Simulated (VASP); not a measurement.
# Co (P6/mmm) in VASP: relaxation of cell and atoms with LDA

Aim: the relaxation of cell and atoms of Co with LDA.

Program: VASP 6.6.1. These are calculated values, not measurements. Logs are shortened: lines on timing, memory, paths and dates and some standing lists are left out, and cuts for length are marked.

## Step 1: The cell of the first run

It takes space group P6/mmm (No. 191, hexagonal). The conventional cell has a = 3.253 Å, b = 3.253 Å, c = 1.967 Å, α = 90.00°, β = 90.00°, γ = 120.00°. Within 2.6 Å of Co (site symmetry 6/mmm) lie 14 Co at 1.97 to 2.12 Å. Co (site symmetry -6m2) has 11 Co at 1.88 to 2.12 Å within 2.5 Å.

This isn't the form of Co at room conditions, which is hcp.

## Step 2: Relaxation of cell and atoms, LDA, collinear spin, ferromagnetic start, target pressure 450 GPa, at which the enthalpy is minimised

Input file INCAR:

```
  ALGO = Normal
  EDIFF = 1E-6
  EDIFFG = -0.005
  ENCUT = 600
  IBRION = 2
  ISIF = 3
  ISMEAR = -1
  ISPIN = 2
  LASPH = T
  LCHARG = F
  LMAXMIX = 4
  LORBIT = 11
  LREAL = F
  LWAVE = F
  MAGMOM = 1.7 1.7 1.7
  NELM = 150
  NSW = 32
  PREC = Accurate
  PSTRESS = 4500.0
  SIGMA = 0.1
```

Input file KPOINTS:

```
k-points
0
Gamma
  11 11 15
```

Input file POSCAR:

```
Co
1.0
    3.2526805736      0.0000000000      0.0000000000
   -1.6263402868      2.8169040071      0.0000000000
    0.0000000000      0.0000000000      1.9668033097
Co
3
Direct
    0.0000000000      0.0000000000      0.0000000000
    0.3333333333      0.6666666667      0.5000000000
    0.6666666667      0.3333333333      0.5000000000
```

Potentials or basis: VASP PAW LDA potentials, release 64 (Co).

Started as:

```
$ cat potpaw_LDA.64/Co/POTCAR > POTCAR
$ mpirun -np 1 vasp_std > vasp.out
```

OUTCAR:

```text
EDIFF = 1E-6
   EDIFFG = -0.005
   ENCUT = 600
   IBRION = 2
   ISIF = 3
   ISMEAR = -1
   ISPIN = 2
   LASPH = T
   LORBIT = 11
   LREAL = F
   NELM = 150
   NSW = 32
   PREC = Accurate
   PSTRESS = 4500.0

 ion  position               nearest neighbor table
   1  0.000  0.000  0.000-   2 2.12   3 2.12   2 2.12   3 2.12   2 2.12   2 2.12   3 2.12   3 2.12
                             3 2.12   3 2.12   2 2.12   2 2.12
   2  0.333  0.667  0.500-   3 1.88   3 1.88   3 1.88   1 2.12   1 2.12   1 2.12   1 2.12   1 2.12
                             1 2.12   3 2.72   3 2.72   3 2.72   3 2.72   3 2.72   3 2.72
   3  0.667  0.333  0.500-   2 1.88   2 1.88   2 1.88   1 2.12   1 2.12   1 2.12   1 2.12   1 2.12
                             1 2.12   2 2.72   2 2.72   2 2.72   2 2.72   2 2.72   2 2.72

  LATTYP: Found a hexagonal cell.
 ALAT       =     3.2526805736
 C/A-ratio  =     0.6046715210

  Lattice vectors:

 A1 = (   3.2526805736,   0.0000000000,   0.0000000000)
 A2 = (  -1.6263402868,   2.8169040071,   0.0000000000)
 A3 = (   0.0000000000,   0.0000000000,   1.9668033097)

Analysis of symmetry for initial positions (statically):
=====================================================================
 Subroutine PRICEL returns:
 Original cell was already a primitive cell.

 Routine SETGRP: Setting up the symmetry group for a
 hexagonal supercell.

 Subroutine GETGRP returns: Found 24 space group operations
 (whereof 24 operations were pure point group operations)
 out of a pool of 24 trial point group operations.

The static configuration has the point symmetry D_6h.

Analysis of symmetry for dynamics (positions and initial velocities):
=====================================================================
 Subroutine PRICEL returns:
 Original cell was already a primitive cell.

 Routine SETGRP: Setting up the symmetry group for a
 hexagonal supercell.

 Subroutine GETGRP returns: Found 24 space group operations
 (whereof 24 operations were pure point group operations)
 out of a pool of 24 trial point group operations.

The dynamic configuration has the point symmetry D_6h.

Analysis of structural, dynamic, and magnetic symmetry:
=====================================================================
 Subroutine PRICEL returns:
 Original cell was already a primitive cell.

 Routine SETGRP: Setting up the symmetry group for a
 hexagonal supercell.

 Subroutine GETGRP returns: Found 24 space group operations
 (whereof 24 operations were pure point group operations)
 out of a pool of 24 trial point group operations.

The overall configuration has the point symmetry D_6h.

 Subroutine INISYM returns: Found 24 space group operations
 (whereof 24 operations are pure point group operations),
 and found     1 'primitive' translations

----------------------------------------------------------------------------------------

                                     Primitive cell

  volume of cell :      18.0208

  direct lattice vectors                    reciprocal lattice vectors
     3.252680574  0.000000000  0.000000000     0.307438735  0.177499836  0.000000000
    -1.626340287  2.816904007  0.000000000     0.000000000  0.354999673  0.000000000
     0.000000000  0.000000000  1.966803310     0.000000000  0.000000000  0.508439250

  length of vectors
     3.252680574  3.252680574  1.966803310     0.354999673  0.354999673  0.508439250

  position of ions in fractional coordinates (direct lattice)
     0.000000000  0.000000000  0.000000000
     0.333333333  0.666666667  0.500000000
     0.666666667  0.333333333  0.500000000

  ion indices of the primitive-cell ions
   primitive index   ion index
                 1           1
                 2           2
                 3           3

----------------------------------------------------------------------------------------

 KPOINTS: k-points

Automatic generation of k-mesh.
 Grid dimensions read from file:
 generate k-points for:   11   11   15

 Generating k-lattice:

  Cartesian coordinates                     Fractional coordinates (reciprocal lattice)
     0.027948976  0.016136349  0.000000000     0.090909091 -0.000000000  0.000000000
     0.000000000  0.032272698  0.000000000     0.000000000  0.090909091  0.000000000
     0.000000000  0.000000000  0.033895950     0.000000000  0.000000000  0.066666667

  Length of vectors
     0.032272698  0.032272698  0.033895950

  Shift w.r.t. Gamma in fractional coordinates (k-lattice)
     0.000000000  0.000000000  0.000000000

 Subroutine IBZKPT returns following result:
 ===========================================

 Found    128 irreducible k-points:

 Following reciprocal coordinates:
            Coordinates               Weight
  0.000000  0.000000  0.000000      1.000000
  0.090909 -0.000000  0.000000      6.000000
  0.181818 -0.000000  0.000000      6.000000
  0.272727 -0.000000  0.000000      6.000000
  0.363636 -0.000000  0.000000      6.000000
  0.454545 -0.000000  0.000000      6.000000
[... 16 lines left out ...]
  0.090909  0.090909  0.066667     12.000000
  0.181818  0.090909  0.066667     24.000000
 [... further k-points ...]
   k-points           NKPTS =    128   k-points in BZ     NKDIM =    128   number of bands    NBANDS=     20
   number of dos      NEDOS =    301   number of ions     NIONS =      3
   total plane-waves  NPLWV =  12544
   dimension x,y,z NGX =    28 NGY =   28 NGZ =   16
   dimension x,y,z NGXF=    56 NGYF=   56 NGZF=   32
   ions per type =               3
   NGX,Y,Z   is equivalent  to a cutoff of  14.31, 14.31, 13.52 a.u.
   NGXF,Y,Z  is equivalent  to a cutoff of  28.62, 28.62, 27.05 a.u.
 SYSTEM =  unknown system
   PREC   = accura    normal or accurate (medium, high low for compatibility)
   ISTART =      0    job   : 0-new  1-cont  2-samecut
   ICHARG =      2    charge: 1-file 2-atom 10-const
   ISPIN  =      2    spin polarized calculation?
   LNONCOLLINEAR =      F non collinear calculations
   LSORBIT =      F    spin-orbit coupling
   LASPH  =      T    aspherical Exc in radial PAW
   ENCUT  =  600.0 eV  44.10 Ry    6.64 a.u.   6.50  6.50  3.93*2*pi/ulx,y,z
   NELM   =    150;   NELMIN=  2; NELMDL= -5     # of ELM steps
   EDIFF  = 0.1E-05   stopping-criterion for ELM
   LREAL  =      F    real-space projection
   EDIFFG = -.5E-02   stopping-criterion for IOM
   NSW    =     32    number of steps for IOM
   IBRION =      2    ionic relax: 0-MD 1-quasi-New 2-CG
   NFREE  =      1    steps in history (QN), initial steepest desc. (CG)
   ISIF   =      3    stress and relaxation
   ISYM   =      2    0-nonsym 1-usesym 2-fastsym
   POTIM  = 0.5000    time-step for ionic-motion
   TEBEG  =    0.0;   TEEND  =   0.0 temperature during run
   PSTRESS= 4500.0 pullay stress
   NELECT =      27.0000    total number of electrons
   NUPDOWN=      -1.0000    fix difference up-down
   EMIN   =  10.00;   EMAX   =-10.00  energy-range for DOS
   EFERMI =   0.00;   METHOD = LEGACY
   ISMEAR =    -1;   SIGMA  =   0.10  broadening in eV -4-tet -1-fermi 0-gaus
   EFERMI_NEDOS =   21; number of points for ismear=-14 and -15
   IALGO  =     38    algorithm
   IMIX   =      4    mixing-type and parameters
     AMIX     =   0.40;   BMIX     =  1.00
     AMIX_MAG =   1.60;   BMIX_MAG =  1.00
  volume/ion in A,a.u.               =       6.01        40.54
  Fermi-wavevector in a.u.,A,eV,Ry     =   1.873288  3.540002 47.745688  3.509209
  Thomas-Fermi vector in A             =   2.918477
   LORBIT       =     11    0 simple, 1 ext, 2 COOP (PROOUT), +10 PAW based schemes
   GGA     = CA    functional components
   LHFCALC =     F    Hartree Fock is set to
   AEXX    =    0.0000 exact exchange contribution
   IVDW    =     0    specifies the selected vdW correction
   LEPSILON=     F    determine dielectric tensor
   LRPA    =     F    only Hartree local field effects (RPA)
 conjugate gradient relaxation of ions
 spin polarized calculation
  energy-cutoff  :      600.00
  volume of cell :       18.02
 maximum number of plane-waves:       626
 NGX is ok and might be reduce to    28
   NGX = 13   NGY = 13   NGZ =  7

--------------------------------------- Ionic step        1  -------------------------------------------

 number of electron      27.0000000 magnetization       0.0828530

 number of electron      27.0000000 magnetization      -0.0021477

 Free energy of the ion-electron system (eV)
  ---------------------------------------------------
  ext. energy  EPLUGINS =         0.00000000
  ---------------------------------------------------
  free energy    TOTEN  =       -13.73171085 eV

  energy without entropy =      -13.59869646  energy(sigma->0) =      -13.66520365

------------------------ aborting loop because EDIFF is reached ----------------------------------------

  FORCE on cell =-STRESS in cart. coord.  units (eV):
  Direction    XX          YY          ZZ          XY          YZ          ZX
  --------------------------------------------------------------------------------------
  -------------------------------------------------------------------------------------
  Total       49.8642323     49.8642323     50.0264961     -0.0000000      0.0000000     -0.0000000
  in kB     4433.2816734   4433.2816733   4447.7080699     -0.0000000      0.0000000     -0.0000000
  external PRESSURE =     -61.9095278 kB  Pullay stress =    4500.0000000 kB
[... 266 lines left out ...]
  enthalpy is  TOTEN    =        36.8818039064 eV   P V=       50.4562340108

--------------------------------------- Ionic step        8  -------------------------------------------

 number of electron      27.0000001 magnetization      -0.0000009

 Free energy of the ion-electron system (eV)
  ---------------------------------------------------
  ext. energy  EPLUGINS =         0.00000000
  ---------------------------------------------------
  free energy    TOTEN  =       -13.57444028 eV

  energy without entropy =      -13.44205314  energy(sigma->0) =      -13.50824671

 E-fermi :  22.3467     XC(G=0): -17.5707

 val. band max:       22.3436086101   @ k =   0.2727   0.1818   0.0667
 cond. band min:      22.3552200061   @ k =   0.4545   0.0909   0.0000
 fundamental gap:      0.0116113960
 Fermi energy:        22.3467244122

 spin component 1

 k-point     1 :       0.0000    0.0000    0.0000
  band No.  band energies     occupation
      1       9.3655      1.00000
      2      13.0732      1.00000
      3      16.3101      1.00000
      4      16.3101      1.00000
      5      16.4110      1.00000
      6      16.4110      1.00000
[... 12 lines left out ...]
     19      33.8384      0.00000
[... 515 lines left out ...]
      6      17.2277      1.00000
[... 12 lines left out ...]
     19      37.0090      0.00000
     20      38.6739      0.00000

 [... further k-points ...]

 spin component 2

 k-point     1 :       0.0000    0.0000    0.0000
  band No.  band energies     occupation
      1       9.3655      1.00000
      2      13.0732      1.00000
      3      16.3101      1.00000
      4      16.3101      1.00000
      5      16.4110      1.00000
      6      16.4110      1.00000
[... 12 lines left out ...]
     19      33.8384      0.00000
[... 560 lines left out ...]
  FREE ENERGIE OF THE ION-ELECTRON SYSTEM (eV)
  ---------------------------------------------------
  free  energy   TOTEN  =       -13.5744402801 eV

  energy  without entropy=      -13.4420531360  energy(sigma->0) =      -13.50824671

  enthalpy is  TOTEN    =        36.8818041488 eV   P V=       50.4562444289

 reached required accuracy - stopping structural energy minimisation

 total charge

# of ion       s       p       d       tot
------------------------------------------
    1        0.832   1.277   8.110  10.219
    2        0.858   1.275   8.191  10.325
    3        0.858   1.275   8.191  10.325
--------------------------------------------------
tot          2.549   3.828  24.492  30.869

 magnetization (x)

# of ion       s       p       d       tot
------------------------------------------
    1       -0.000  -0.000  -0.000  -0.000
    2        0.000   0.000   0.000   0.000
    3        0.000   0.000   0.000   0.000
--------------------------------------------------
tot          0.000   0.000   0.000   0.000
```

Run time: 9.2 min. Hardware: 1 thread of Oxide Virtual Turin-like, shared host; peak memory 0.17 GiB.

What came out:

```
Free energy                                                : -13.5744 eV
Relaxed volume                                             : 5.99 Å³/atom
Relaxed cell                                               : a = 3.248 Å, b = 3.248 Å, c = 1.966 Å, α = 90.00°, β = 90.00°, γ = 120.00°
Space group after relaxing (to 0.1 Å)                      : P6/mmm (No. 191)
Energy change on relaxing (the run minimises the enthalpy) : +52.4 meV/atom
Ionic steps                                                : 8
Pressure after relaxing                                    : 449.9 GPa
Net moment                                                 : 0.00 μB per cell
```

Step by step:
| step | energy change (eV) | largest force (eV/Å) | pressure (GPa) | volume (Å³) |
| --- | --- | --- | --- | --- |
| 1 | 0.0000 | 0.0000 | 443.81 | 18.02 |
| 2 | 1.7818 | 0.0000 | 511.21 | 17.42 |
| 3 | 0.1610 | 0.0000 | 450.12 | 17.96 |
| 4 | 0.1577 | 0.0000 | 449.77 | 17.96 |
| 5 | 0.1567 | 0.0000 | 449.84 | 17.96 |
| 6 | 0.1573 | 0.0000 | 449.86 | 17.96 |
| 7 | 0.1573 | 0.0000 | 449.86 | 17.96 |
| 8 | 0.1573 | 0.0000 | 449.87 | 17.96 |

Final structure:
```cif
data_structure
_symmetry_space_group_name_H-M 'P 1'
_symmetry_Int_Tables_number 1
_cell_length_a 3.2485
_cell_length_b 3.2485
_cell_length_c 1.9658
_cell_angle_alpha 90.000
_cell_angle_beta 90.000
_cell_angle_gamma 120.000
_cell_volume 17.96
loop_
_atom_site_label
_atom_site_type_symbol
_atom_site_fract_x
_atom_site_fract_y
_atom_site_fract_z
_atom_site_occupancy
Co1 Co 0.00000 0.00000 0.00000 1
Co2 Co 0.33333 0.66667 0.50000 1
Co3 Co 0.66667 0.33333 0.50000 1
```

Caveat: the cell is relaxed towards a set pressure, so the run minimises the enthalpy, not the energy; atoms lie so close that the PAW spheres overlap strongly, which falsifies energies and pressures; the moments typed at the start vanished in this run.
